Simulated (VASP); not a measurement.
A run of VASP 6.6.1 is set up as follows.

File INCAR:

```
  PREC = Accurate
  ENCUT = 520
  EDIFF = 1E-6
  ISMEAR = 0
  SIGMA = 0.1
  LREAL = False
  LASPH = True
  NELM = 60
  ALGO = Normal
  ISIF = 2
  LWAVE = False
  LCHARG = True
  GGA = PE
  LELF = True
  LVHAR = True
  NBANDS = 16
```

KPOINTS

```
regular mesh
0
Gamma
  12 12 12
```

File POSCAR:

```
InSb
1.0
    0.0000000000      3.2497034346      3.2497034346
    3.2497034346      0.0000000000      3.2497034346
    3.2497034346      3.2497034346      0.0000000000
In Sb
1 1
Direct
    0.0000000000      0.0000000000      0.0000000000
    0.2500000000      0.2500000000      0.2500000000
```

Potentials or basis: VASP PAW PBE potentials, release 64 (In_d, Sb).

The run is started by

```sh
$ cat potpaw_PBE.64/In_d/POTCAR potpaw_PBE.64/Sb/POTCAR > POTCAR
$ mpirun -np 1 vasp_std > vasp.out
```

Problem. What does it give for the band gap on the k mesh?

Solution. Zero (filled and empty bands touch).

Problem. What does it give for the pressure?

Solution. 2.6 GPa.

Caveat: spin-orbit coupling is left out, which moves the levels of the heavy elements.
